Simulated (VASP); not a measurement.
**BiB: single point with r2SCAN**

Crystal: BiB.

```
B Bi
1.0
     3.86558    0.00000    0.00000
    -1.93279    3.34769    0.00000
     0.00000    0.00000    6.37545
B Bi
2 2
Cartesian
  0.0000 2.2318 0.0016
  1.9328 1.1159 3.1893
  0.0000 2.2318 2.3892
  1.9328 1.1159 5.5770
```

```yaml
Program: VASP 6.6.1
Task: single point
Functional: r2SCAN
Potentials_or_basis: VASP PAW PBE potentials, release 64 (B, Bi_d)
Cutoff: 520 eV
k_mesh: 12 × 12 × 4
Occupations: fermi-dirac, width 0.02 eV
Spin: no spin polarisation
Dipole_correction: no
Further_INCAR_settings: ALGO = Normal; EDIFF = 1e-06; NBANDS = 26
```

```json
{
 "Pressure": "0.0 GPa",
 "Band gap on the k mesh": "0.20 eV, direct"
}
```

Levels at points of the mesh, in eV from the valence-band top:
```csv
k point,band 16,band 17,band 18,band 19,band 20,band 21
"(0.00, 0.00, 0.00)",-0.24,0.00,0.00,0.20,0.45,2.65
"(0.50, 0.00, 0.00)",-3.76,-3.30,-1.84,0.73,1.83,3.41
"(0.00, 0.00, 0.50)",-1.10,-1.10,-1.10,0.90,0.90,3.85
"(0.50, 0.00, 0.50)",-3.04,-2.96,-2.96,0.73,0.73,2.54
```

Run time: 5.9 min on 1 thread of Intel Xeon 6975P-C (shared host), peak memory 0.27 GiB.

Caveat: the PAW data sets were made with another functional, which shifts forces and pressure a little; spin-orbit coupling is left out, which moves the levels of the heavy elements. A k mesh can miss the band edges.
